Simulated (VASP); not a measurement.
Cs: single point with r2SCAN

Crystal: Cs.

```
CELL_PARAMETERS angstrom
9.82051 0.00000 0.00000
0.00000 7.80335 0.00000
0.00000 0.00000 5.15689
ATOMIC_POSITIONS crystal
Cs 0.13189 0.75000 0.83923
Cs 0.63189 0.75000 0.66077
Cs 0.86811 0.25000 0.16077
Cs 0.36811 0.25000 0.33923
```

```json
{
 "Program": "VASP 6.6.1",
 "Task": "single point",
 "Functional": "r2SCAN",
 "Potentials or basis": "VASP PAW PBE potentials, release 64 (Cs_sv)",
 "Cutoff": "520 eV",
 "k mesh": "4 × 4 × 6",
 "Occupations": "gaussian, width 0.05 eV",
 "Spin": "no spin polarisation",
 "Dipole correction": "no",
 "Further INCAR settings": "ALGO = Normal; EDIFF = 1e-06; NBANDS = 26"
}
```

| Property | Result |
| --- | --- |
| Pressure | 0.6 GPa |
| Largest force | 0.011 eV/Å |
| Band gap on the k mesh | zero (bands 18 and 19 overlap by 0.96 eV) |

Forces on the atoms (eV/Å):
```
Cs  -0.002  0.000 -0.010
Cs  -0.002  0.000  0.010
Cs   0.002  0.000  0.010
Cs   0.002  0.000 -0.010
```

Levels at points of the mesh, in eV from the Fermi level:
```tsv
k point	band 16	band 17	band 18	band 19	band 20	band 21
(0.00, 0.00, 0.00)	-11.09	-1.93	-0.03	0.00	0.05	1.17
(0.50, 0.00, 0.00)	-11.10	-1.36	-1.36	0.57	0.57	1.19
(0.00, 0.50, 0.00)	-11.11	-1.07	-1.07	0.02	0.02	0.94
(0.50, 0.50, 0.00)	-11.11	-0.61	-0.61	-0.61	-0.61	1.46
(0.00, 0.00, 0.50)	-11.12	-0.15	-0.15	0.23	0.23	0.88
(0.50, 0.00, 0.50)	-11.15	0.00	0.00	0.15	0.15	0.88
(0.00, 0.50, 0.50)	-11.10	-0.01	-0.01	0.64	0.64	0.66
(0.50, 0.50, 0.50)	-11.15	0.35	0.35	0.35	0.35	0.82
```

Wall time 30 min on 1 thread of Oxide Virtual Turin-like Processor, on a shared host, peak memory 0.6 GiB.

Caveat: the PAW data sets were made with another functional, which shifts forces and pressure a little; spin-orbit coupling is left out, which moves the levels of the heavy elements.
